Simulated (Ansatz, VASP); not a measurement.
Two plane-wave programs on Au

```
Au
1.0
     0.00000    2.06152    2.06152
     2.06152    0.00000    2.06152
     2.06152    2.06152    0.00000
Au
1
Direct
  0.00000 0.00000 0.00000
```

Alike in both runs: task single point; functional r2SCAN; k mesh 13 × 13 × 13; occupations methfessel-paxton of order 1, width 0.03 eV; no spin polarisation.

```csv
,VASP,Ansatz
version,VASP 6.6.1,Ansatz 0.2.0
potentials or method,"VASP PAW PBE potentials, release 64 (Au), cutoff 520 eV","plane waves (500 eV) with PAW, scalar-relativistic"
valence electrons in the cell,11,19
```

|  | VASP | Ansatz | Ansatz less VASP |
| --- | --- | --- | --- |
| pressure (GPa) | 0.1 | -0.2 | -0.26 |

VASP's potentials were made for PBE, not for r2SCAN. VASP's potentials hold 11 valence electrons a cell and Ansatz's 19, so a difference there can come from the potentials and not from the codes.

Spin-orbit coupling is off throughout.
